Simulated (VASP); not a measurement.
# Hg (Fm-3m) in VASP: settings compared

Hg is run at these levels: PBE, PBE+U; tasks: single point, relaxation of shape and atoms at fixed volume.

Everything below comes from runs of VASP 6.6.1. Logs are shortened: lines on timing, memory, paths and dates and some standing lists are left out, and cuts for length are marked.

## (1) The cell of the first run

The structure is cubic, space group Fm-3m (No. 225). The conventional cell has a = 4.784 Å, b = 4.784 Å, c = 4.784 Å, α = 90.00°, β = 90.00°, γ = 90.00°. Hg (site symmetry m-3m) has 12 Hg at 3.38 Å within 4.4 Å.

## (2) Single point, PBE

INCAR

```
SYSTEM = Hg
PREC     = Accurate       ! precision mode
ENCUT    = 500            ! plane-wave cutoff, eV
EDIFF    = 1E-6           ! SCF threshold, eV
ISMEAR   = 0              ! smearing method
SIGMA    = 0.1            ! smearing width, eV
LREAL    = .False.        ! projectors in reciprocal space
LASPH    = .True.         ! aspherical terms in the spheres
NELM     = 120            ! most SCF steps
ALGO     = Normal         ! electronic algorithm
ISIF     = 2              ! what is computed and relaxed
LWAVE    = .False.        ! write WAVECAR
LCHARG   = .False.        ! write CHGCAR
GGA      = PE             ! functional
ISYM     = 0            
NBANDS   = 16             ! bands
GGA_COMPAT= .False.
```

KPOINTS

```
Automatic mesh
0
Gamma
  2 2 2
  0.63 0.03 0.93
```

POSCAR

```
Hg
1.0
    0.0000000000      2.3919113801      2.3919113801
    2.3919113801      0.0000000000      2.3919113801
    2.3919113801      2.3919113801      0.0000000000
Hg
1
Direct
    0.0000000000      0.0000000000      0.0000000000
```

Potentials or basis: VASP PAW PBE potentials, release 64 (Hg_sv_GW).

Launch:

```bash
> cat potpaw_PBE.64/Hg_sv_GW/POTCAR > POTCAR
> mpirun -np 1 vasp_std > vasp.out
```

OUTCAR:

```text
SYSTEM = Hg
   PREC = Accurate
   ENCUT = 500
   EDIFF = 1E-6
   ISMEAR = 0
   LREAL = .False.
   LASPH = .True.
   NELM = 120
   ISIF = 2
   GGA = PE
   ISYM = 0

 ion  position               nearest neighbor table
   1  0.000  0.000  0.000-

IMPORTANT INFORMATION: All symmetrisations will be switched off!
NOSYMM: (Re-)initialisation of all symmetry stuff for point group C_1.

----------------------------------------------------------------------------------------

                                     Primitive cell

  volume of cell :      27.3694

  direct lattice vectors                    reciprocal lattice vectors
     0.000000000  2.391911380  2.391911380    -0.209037845  0.209037845  0.209037845
     2.391911380  0.000000000  2.391911380     0.209037845 -0.209037845  0.209037845
     2.391911380  2.391911380  0.000000000     0.209037845  0.209037845 -0.209037845

  length of vectors
     3.382673514  3.382673514  3.382673514     0.362064168  0.362064168  0.362064168

  position of ions in fractional coordinates (direct lattice)
     0.000000000  0.000000000  0.000000000

  ion indices of the primitive-cell ions
   primitive index   ion index
                 1           1

----------------------------------------------------------------------------------------

 KPOINTS: Automatic mesh

Automatic generation of k-mesh.
 Grid dimensions read from file:
 generate k-points for:    2    2    2

 Generating k-lattice:

  Cartesian coordinates                     Fractional coordinates (reciprocal lattice)
    -0.104518922  0.104518922  0.104518922     0.500000000  0.000000000  0.000000000
     0.104518922 -0.104518922  0.104518922     0.000000000  0.500000000  0.000000000
     0.104518922  0.104518922 -0.104518922     0.000000000  0.000000000  0.500000000

  Length of vectors
     0.181032084  0.181032084  0.181032084

  Shift w.r.t. Gamma in fractional coordinates (k-lattice)
     0.630000000  0.030000000  0.930000000

 Subroutine IBZKPT returns following result:
 ===========================================

 Found    192 irreducible k-points:

 Following reciprocal coordinates:
            Coordinates               Weight
 -0.185000  0.015000 -0.035000      2.000000
 -0.035000 -0.185000  0.015000      2.000000
  0.015000 -0.035000 -0.185000      2.000000
  0.015000  0.050000  0.200000      2.000000
 -0.185000 -0.200000 -0.150000      2.000000
 -0.035000  0.150000 -0.050000      2.000000
[... 16 lines left out ...]
 -0.015000  0.185000  0.035000      2.000000
  0.035000 -0.015000  0.185000      2.000000
 [... further k-points ...]
   k-points           NKPTS =    192   k-points in BZ     NKDIM =    192   number of bands    NBANDS=     16
   number of dos      NEDOS =    301   number of ions     NIONS =      1
   total plane-waves  NPLWV =  21952
   dimension x,y,z NGX =    28 NGY =   28 NGZ =   28
   dimension x,y,z NGXF=    56 NGYF=   56 NGZF=   56
   ions per type =               1
   NGX,Y,Z   is equivalent  to a cutoff of  13.76, 13.76, 13.76 a.u.
   NGXF,Y,Z  is equivalent  to a cutoff of  27.52, 27.52, 27.52 a.u.
 SYSTEM =  Hg
   PREC   = accura    normal or accurate (medium, high low for compatibility)
   ISTART =      0    job   : 0-new  1-cont  2-samecut
   ICHARG =      2    charge: 1-file 2-atom 10-const
   ISPIN  =      1    spin polarized calculation?
   LNONCOLLINEAR =      F non collinear calculations
   LSORBIT =      F    spin-orbit coupling
   LASPH  =      T    aspherical Exc in radial PAW
   ENCUT  =  500.0 eV  36.75 Ry    6.06 a.u.   6.17  6.17  6.17*2*pi/ulx,y,z
   NELM   =    120;   NELMIN=  2; NELMDL= -5     # of ELM steps
   EDIFF  = 0.1E-05   stopping-criterion for ELM
   LREAL  =      F    real-space projection
   EDIFFG = 0.1E-04   stopping-criterion for IOM
   NSW    =      0    number of steps for IOM
   IBRION =     -1    ionic relax: 0-MD 1-quasi-New 2-CG
   NFREE  =      0    steps in history (QN), initial steepest desc. (CG)
   ISIF   =      2    stress and relaxation
   ISYM   =      0    0-nonsym 1-usesym 2-fastsym
   POTIM  = 0.5000    time-step for ionic-motion
   TEBEG  =    0.0;   TEEND  =   0.0 temperature during run
   PSTRESS=    0.0 pullay stress
   NELECT =      20.0000    total number of electrons
   NUPDOWN=      -1.0000    fix difference up-down
   EMIN   =  10.00;   EMAX   =-10.00  energy-range for DOS
   EFERMI =   0.00;   METHOD = LEGACY
   ISMEAR =     0;   SIGMA  =   0.10  broadening in eV -4-tet -1-fermi 0-gaus
   EFERMI_NEDOS =   21; number of points for ismear=-14 and -15
   IALGO  =     38    algorithm
   IMIX   =      4    mixing-type and parameters
     AMIX     =   0.40;   BMIX     =  1.00
     AMIX_MAG =   1.60;   BMIX_MAG =  1.00
  volume/ion in A,a.u.               =      27.37       184.70
  Fermi-wavevector in a.u.,A,eV,Ry     =   1.474562  2.786518 29.583603  2.174334
  Thomas-Fermi vector in A             =   2.589318
   LORBIT       =      0    0 simple, 1 ext, 2 COOP (PROOUT), +10 PAW based schemes
   GGA     = PE    functional components
   LHFCALC =     F    Hartree Fock is set to
   AEXX    =    0.0000 exact exchange contribution
   IVDW    =     0    specifies the selected vdW correction
   LEPSILON=     F    determine dielectric tensor
   LRPA    =     F    only Hartree local field effects (RPA)
 non-spin polarized calculation
 Gauss-broadening in eV      SIGMA  =   0.10
  energy-cutoff  :      500.00
  volume of cell :       27.37
 maximum number of plane-waves:       698
 NGX is ok and might be reduce to    28
   NGX = 13   NGY = 13   NGZ = 13

 number of electron      20.0000004 magnetization

 Free energy of the ion-electron system (eV)
  ---------------------------------------------------
  ext. energy  EPLUGINS =         0.00000000
  ---------------------------------------------------
  free energy    TOTEN  =        -0.07497781 eV

  energy without entropy =       -0.07497781  energy(sigma->0) =       -0.07497781

 E-fermi :   3.8966     XC(G=0): -10.4430

 val. band max:        3.2076441437   @ k =  -0.2000   0.3500   0.3150
 cond. band min:       4.7612301109   @ k =   0.2000   0.1850  -0.3500
 fundamental gap:      1.5535859673
 Fermi energy:         3.8965768816

 k-point     1 :      -0.1850    0.0150   -0.0350
  band No.  band energies     occupation
      1    -110.0152      2.00000
      2     -58.3615      2.00000
      3     -58.3579      2.00000
      4     -58.3574      2.00000
      5      -2.7861      2.00000
      6      -2.0520      2.00000
[... 8 lines left out ...]
     15      20.3474      0.00000
     16      22.1320      0.00000

 k-point     2 :      -0.0350   -0.1850    0.0150
  band No.  band energies     occupation
      1    -110.0152      2.00000
      2     -58.3615      2.00000
      3     -58.3579      2.00000
      4     -58.3574      2.00000
      5      -2.7861      2.00000
      6      -2.0520      2.00000
[... 8 lines left out ...]
     15      20.3474      0.00000
     16      22.1320      0.00000

 k-point     3 :       0.0150   -0.0350   -0.1850
  band No.  band energies     occupation
      1    -110.0152      2.00000
      2     -58.3615      2.00000
      3     -58.3579      2.00000
      4     -58.3574      2.00000
      5      -2.7861      2.00000
      6      -2.0520      2.00000
[... 8 lines left out ...]
     15      20.3474      0.00000
     16      22.1320      0.00000

 k-point     4 :       0.0150    0.0500    0.2000
  band No.  band energies     occupation
      1    -110.0152      2.00000
      2     -58.3615      2.00000
      3     -58.3579      2.00000
      4     -58.3574      2.00000
      5      -2.7861      2.00000
      6      -2.0520      2.00000
[... 8 lines left out ...]
     15      20.3474      0.00000
     16      22.1320      0.00000

 k-point     5 :      -0.1850   -0.2000   -0.1500
  band No.  band energies     occupation
      1    -110.0152      2.00000
      2     -58.3615      2.00000
      3     -58.3579      2.00000
      4     -58.3574      2.00000
      5      -2.7861      2.00000
      6      -2.0520      2.00000
[... 8 lines left out ...]
     15      20.3474      0.00000
     16      22.1320      0.00000

 k-point     6 :      -0.0350    0.1500   -0.0500
  band No.  band energies     occupation
      1    -110.0152      2.00000
      2     -58.3615      2.00000
      3     -58.3579      2.00000
      4     -58.3574      2.00000
      5      -2.7861      2.00000
      6      -2.0520      2.00000
[... 8 lines left out ...]
     15      20.3474      0.00000
     16      22.1320      0.00000
[... 267 lines left out ...]
 k-point    21 :       0.2000    0.1850    0.1500
  band No.  band energies     occupation
      1    -110.0152      2.00000
      2     -58.3615      2.00000
      3     -58.3579      2.00000
      4     -58.3574      2.00000
      5      -2.7861      2.00000
      6      -2.0520      2.00000
[... 8 lines left out ...]
     15      20.3474      0.00000
     16      22.1320      0.00000

 k-point    22 :       0.1850    0.0350   -0.0150
  band No.  band energies     occupation
      1    -110.0152      2.00000
      2     -58.3615      2.00000
      3     -58.3579      2.00000
      4     -58.3574      2.00000
      5      -2.7861      2.00000
      6      -2.0520      2.00000
[... 8 lines left out ...]
     15      20.3474      0.00000
     16      22.1320      0.00000

 k-point    23 :      -0.0150    0.1850    0.0350
  band No.  band energies     occupation
      1    -110.0152      2.00000
      2     -58.3615      2.00000
      3     -58.3579      2.00000
      4     -58.3574      2.00000
      5      -2.7861      2.00000
      6      -2.0520      2.00000
[... 8 lines left out ...]
     15      20.3474      0.00000
     16      22.1320      0.00000

 k-point    24 :       0.0350   -0.0150    0.1850
  band No.  band energies     occupation
      1    -110.0152      2.00000
      2     -58.3615      2.00000
      3     -58.3579      2.00000
      4     -58.3574      2.00000
      5      -2.7861      2.00000
      6      -2.0520      2.00000
[... 8 lines left out ...]
     15      20.3474      0.00000
     16      22.1320      0.00000

 [... further k-points ...]

------------------------ aborting loop because EDIFF is reached ----------------------------------------

  FORCE on cell =-STRESS in cart. coord.  units (eV):
  Direction    XX          YY          ZZ          XY          YZ          ZX
  --------------------------------------------------------------------------------------
  -------------------------------------------------------------------------------------
  Total        0.1524295      0.1524337      0.1524199     -0.0000098      0.0000006      0.0000022
  in kB        8.9230689      8.9233147      8.9225077     -0.0005743      0.0000326      0.0001305
  external PRESSURE =       8.9229638 kB  Pullay stress =       0.0000000 kB

 VOLUME and BASIS-vectors are now :
 -----------------------------------------------------------------------------
  energy-cutoff  :      500.00
  volume of cell :       27.37
      direct lattice vectors                 reciprocal lattice vectors
     0.000000000  2.391911380  2.391911380    -0.209037845  0.209037845  0.209037845
     2.391911380  0.000000000  2.391911380     0.209037845 -0.209037845  0.209037845
     2.391911380  2.391911380  0.000000000     0.209037845  0.209037845 -0.209037845

 POSITION                                       TOTAL-FORCE (eV/Angst)
 -----------------------------------------------------------------------------------
      0.00000      0.00000      0.00000        -0.000005      0.000020     -0.000017
 -----------------------------------------------------------------------------------
    total drift:                               -0.000005      0.000020     -0.000017

  FREE ENERGIE OF THE ION-ELECTRON SYSTEM (eV)
  ---------------------------------------------------
  free  energy   TOTEN  =        -0.0749778100 eV

  energy  without entropy=       -0.0749778100  energy(sigma->0) =       -0.07497781
```

It used 140 s of CPU time on 1 thread of AMD EPYC 7R13 Processor (Zen 3), on a shared host.

Results:

| Property | Result |
| --- | --- |
| Free energy | -0.0750 eV |
| Pressure | 0.9 GPa |
| Band gap on the k mesh | 1.55 eV, indirect (least direct gap 1.92 eV) |

Levels at points of the mesh, in eV from the valence-band top:
```tsv
k point	band 8	band 9	band 10	band 11	band 12	band 13
(-0.18, 0.01, -0.04)	-5.14	-4.83	-4.75	9.66	13.23	13.98
```

Caveat: the k points lie up to 1.14 Å⁻¹ apart; spin-orbit coupling is left out, which moves the levels of the heavy elements.

## (3) Single point, PBE, non-collinear spin, zero start, spin-orbit coupling

This run uses another cell than the first one, of 33.94 Å³/atom, 1.240 times its volume.

INCAR

```
SYSTEM = Hg
PREC = Accurate ; ENCUT = 500
EDIFF = 1E-6 ; ISMEAR = 0
SIGMA = 0.52 ; LREAL = .FALSE.
LASPH = .TRUE. ; NELM = 200
ALGO = Normal ; ISIF = 2
LWAVE = .FALSE. ; LCHARG = .FALSE.
MAGMOM = 0 0 0 ; LORBIT = 11
LSORBIT = .TRUE. ; GGA_COMPAT = .FALSE.
LORBMOM = .TRUE. ; GGA = PE
NBANDS = 31 ; ISYM = -1
```

KPOINTS

```
regular mesh
0
G
  1 2 4
  0 0 0
```

POSCAR

```
Hg
1.0
    0.0000000000      2.5697190662      2.5697190662
    2.5697190662      0.0000000000      2.5697190662
    2.5697190662      2.5697190662      0.0000000000
Hg
1
Direct
    0.0000000000      0.0000000000      0.0000000000
```

Potentials or basis: VASP PAW PBE potentials, release 64 (Hg_sv_GW).

Launch:

```bash
> cat potpaw_PBE.64/Hg_sv_GW/POTCAR > POTCAR
> mpirun -np 1 vasp_ncl > vasp.out
```

Wall time 18 s (1 thread of Intel Xeon Platinum 8488C (Sapphire Rapids), shared host); peak memory 0.24 GiB.

It converged, with:

| Item | Value |
| --- | --- |
| Free energy | -4.8799 eV |
| Pressure | -6.5 GPa |
| Net moment | 0.00 μB per cell |
| Valence electrons inside the program's atomic spheres | Hg 17.70 |

Stress tensor (GPa, compression positive):
```
  9.29  -5.44   5.44
 -5.44 -14.42 -17.09
  5.44 -17.09 -14.42
```

Moments on the atoms (μB; x, y, z):
```
Hg  0.00 0.00 0.00
```

Caveat: the k points lie up to 2.12 Å⁻¹ apart.

(Continued in part 2 of 2.)
